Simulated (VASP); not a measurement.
A run of VASP 6.6.1 is set up as follows.

Contents of POSCAR:

```
V
1.0
    2.5918698766      0.0000000000      0.0000000000
   -1.2959349383      2.2446251564      0.0000000000
    0.0000000000      0.0000000000      9.0197479640
V
4
Direct
    0.0000000000      0.0000000000      1.0000000000
    0.0000000000      0.0000000000      0.5000000000
    0.3333333333      0.6666666667      0.2500000000
    0.6666666667      0.3333333333      0.7500000000
```

File INCAR.step1:

```
SYSTEM = V
ALGO = Normal
EDIFF = 1E-4
ENCUT = 520
GGA = PE
ISMEAR = -1
ISPIN = 2
LASPH = .True.
LCHARG = .False.
LMAXMIX = 4
LREAL = .False.
LWAVE = .True.
MAGMOM = 1 1 1 1
NBANDS = 38
NELM = 150
PREC = Accurate
SIGMA = 0.05
```

Contents of INCAR.step2:

```
SYSTEM = V
ALGO = Normal
EDIFF = 1E-6
ENCUT = 520
ISIF = 2
ISMEAR = -1
ISPIN = 2
ISTART = 1
LASPH = .True.
LCHARG = .True.
LELF = .True.
LMAXMIX = 4
LMIXTAU = .True.
LORBIT = 11
LREAL = .False.
LVHAR = .True.
LWAVE = .False.
MAGMOM = 1 1 1 1
METAGGA = R2SCAN
NBANDS = 38
NELM = 150
PREC = Accurate
SIGMA = 0.05
```

File KPOINTS:

```
k-points
0
Gamma
  18 18 5
  0 0 0
```

Potentials or basis: VASP PAW PBE potentials, release 64 (V_sv).

The run is started by

```console
$ cat potpaw_PBE.64/V_sv/POTCAR > POTCAR
$ cp INCAR.step1 INCAR
$ mpirun -np 1 vasp_std > vasp.out
$ cp INCAR.step2 INCAR
$ mpirun -np 1 vasp_std > vasp.out
```

Problem. Predict the pressure.

Solution. 9.0 GPa.

Problem. What does it give for the band gap on the k mesh?

Solution. Zero (filled and empty bands overlap).

Stress tensor (GPa, compression positive):
```
8.91 0.00 0.00
0.00 8.91 0.00
0.00 0.00 9.10
```

Caveat: the cell stands under pressure; the PAW data sets were made with another functional, which shifts forces and pressure a little.
